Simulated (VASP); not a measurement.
Wanted: the native input for a VASP 6.6.1 run.

| Item | Value |
| --- | --- |
| Task | single point |
| Functional | r2SCAN |
| Potentials or basis | VASP PAW PBE potentials, release 64 (As) |
| Cutoff | 520 eV |
| k mesh | 17 × 17 × 17 |
| Occupations | fermi-dirac, width 0.1 eV |
| Spin | no spin polarisation |
| Dipole correction | no |
| Further INCAR settings | ALGO = Normal; EDIFF = 1e-06; NBANDS = 12 |

Crystal: As.

```
As
1.0
     1.74587    1.00798    4.91579
    -1.74587    1.00798    4.91579
     0.00000   -2.01596    4.91579
As
2
Direct
  0.78834 0.78834 0.78834
  0.21166 0.21166 0.21166
```

One way to write it, as run:

POSCAR

```
As
1.0
    1.7458695881      1.0079782767      4.9157860977
   -1.7458695881      1.0079782767      4.9157860977
    0.0000000000     -2.0159565533      4.9157860977
As
2
Direct
    0.7883407894      0.7883407894      0.7883407894
    0.2116592106      0.2116592106      0.2116592106
```

INCAR.step1

```
PREC     = Accurate       # precision mode
ENCUT    = 520            # plane-wave cutoff, eV
ISMEAR   = -1             # smearing method
SIGMA    = 0.1            # smearing width, eV
LREAL    = False          # projectors in reciprocal space
LASPH    = True           # aspherical terms in the spheres
NELM     = 100            # most SCF steps
NBANDS   = 12             # bands
GGA      = PE             # functional
ALGO     = Normal         # electronic algorithm
EDIFF    = 1E-4           # SCF threshold, eV
LWAVE    = True           # write WAVECAR
LCHARG   = False          # write CHGCAR
```

INCAR.step2

```
PREC     = Accurate       # precision mode
ENCUT    = 520            # plane-wave cutoff, eV
EDIFF    = 1E-6           # SCF threshold, eV
ISMEAR   = -1             # smearing method
SIGMA    = 0.1            # smearing width, eV
LREAL    = False          # projectors in reciprocal space
LASPH    = True           # aspherical terms in the spheres
NELM     = 100            # most SCF steps
ALGO     = Normal         # electronic algorithm
ISIF     = 2              # what is computed and relaxed
LWAVE    = False          # write WAVECAR
LCHARG   = False          # write CHGCAR
METAGGA  = R2SCAN         # meta-GGA
LMIXTAU  = True         
NBANDS   = 12             # bands
ISTART   = 1
```

KPOINTS

```
regular mesh
0
Gamma
  17 17 17
```

Potentials or basis: VASP PAW PBE potentials, release 64 (As).

Command:

```bash
$ cat potpaw_PBE.64/As/POTCAR > POTCAR
$ cp INCAR.step1 INCAR
$ mpirun -np 1 vasp_std > vasp.out
$ cp INCAR.step2 INCAR
$ mpirun -np 1 vasp_std > vasp.out
```

Results of the run:

* Pressure: 5.7 GPa
* Largest force: 0.992 eV/Å

Caveat: the cell stands under pressure; the PAW data sets were made with another functional, which shifts forces and pressure a little.

Wall time 11 min on 1 thread of Intel(R) Xeon(R) 6975P-C (Granite Rapids), on a shared host, peak memory 0.44 GiB.
